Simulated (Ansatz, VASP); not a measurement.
**Two plane-wave programs on TiH**

POSCAR

```
TiH
1.0
    2.9670132391      0.0000000000      0.0000000000
    0.0000000000      2.9670132391      0.0000000000
    0.0000000000      0.0000000000      4.5983939476
Ti H
2 2
Direct
    0.5000000000      0.0000000000      0.5000000000
    0.0000000000      0.5000000000      0.0000000000
    0.0000000000      0.0000000000      0.2500000000
    0.0000000000      0.0000000000      0.7500000000
```

Contents of INCAR.step1:

```
SYSTEM = TiH
PREC     = Accurate       ! precision mode
ENCUT    = 520            ! plane-wave cutoff, eV
ISMEAR   = -1             ! smearing method
SIGMA    = 0.1            ! smearing width, eV
LREAL    = .False.        ! projectors in reciprocal space
LASPH    = .True.         ! aspherical terms in the spheres
NELM     = 80             ! most SCF steps
NBANDS   = 21             ! bands
GGA      = PE             ! functional
ALGO     = Normal         ! electronic algorithm
EDIFF    = 1E-4           ! SCF threshold, eV
LWAVE    = .True.         ! write WAVECAR
LCHARG   = .False.        ! write CHGCAR
```

The input INCAR.step2:

```
SYSTEM = TiH
PREC     = Accurate       ! precision mode
ENCUT    = 520            ! plane-wave cutoff, eV
EDIFF    = 1E-7           ! SCF threshold, eV
ISMEAR   = -1             ! smearing method
SIGMA    = 0.1            ! smearing width, eV
LREAL    = .False.        ! projectors in reciprocal space
LASPH    = .True.         ! aspherical terms in the spheres
NELM     = 80             ! most SCF steps
ALGO     = Normal         ! electronic algorithm
ISIF     = 2              ! what is computed and relaxed
LWAVE    = .False.        ! write WAVECAR
LCHARG   = .False.        ! write CHGCAR
METAGGA  = R2SCAN         ! meta-GGA
LMIXTAU  = .True.       
NBANDS   = 21             ! bands
ISTART   = 1
```

Contents of KPOINTS:

```
regular mesh
0
Gamma
  8 8 5
  0 0 0
```

Input for Ansatz:

```yaml
crystal:
  lattice:
    - [2.96701323907606, 0.0, 0.0]
    - [0.0, 2.96701323907606, 0.0]
    - [0.0, 0.0, 4.598393947628836]
  atoms:
    - { symbol: Ti, position: [0.5, 0.0, 0.5] }
    - { symbol: Ti, position: [0.0, 0.5, 0.0] }
    - { symbol: H, position: [0.0, 0.0, 0.25] }
    - { symbol: H, position: [0.0, 0.0, 0.75] }
basis:
  ecutwfc: 650.0
kpoints:
  mp_grid:
    grid: [8, 8, 5]
hamiltonian:
  xc: r2scan
scf:
  occupations:
    method: fermi_dirac
output:
  stress: true
```

Alike in both runs: task single point; functional r2SCAN; k mesh 8 × 8 × 5; no spin polarisation.

|  | VASP | Ansatz |
| --- | --- | --- |
| version | VASP 6.6.1 | Ansatz 0.2.0 |
| potentials or method | VASP PAW PBE potentials, release 64 (Ti_sv, H), cutoff 520 eV | plane waves, PAW |
| occupations | fermi-dirac, width 0.1 eV | fermi-dirac |
| valence electrons in the cell | 26 | 26 |

VASP gave:

- pressure (GPa): -2.4
- traceless stress, the component that is largest in VASP (GPa): -0.33

Problem. Estimate Ansatz's values.

Solution. Pressure (GPa): -2.8; traceless stress, the component that is largest in VASP (GPa): -0.35.

VASP's potentials were made for PBE, not for r2SCAN.
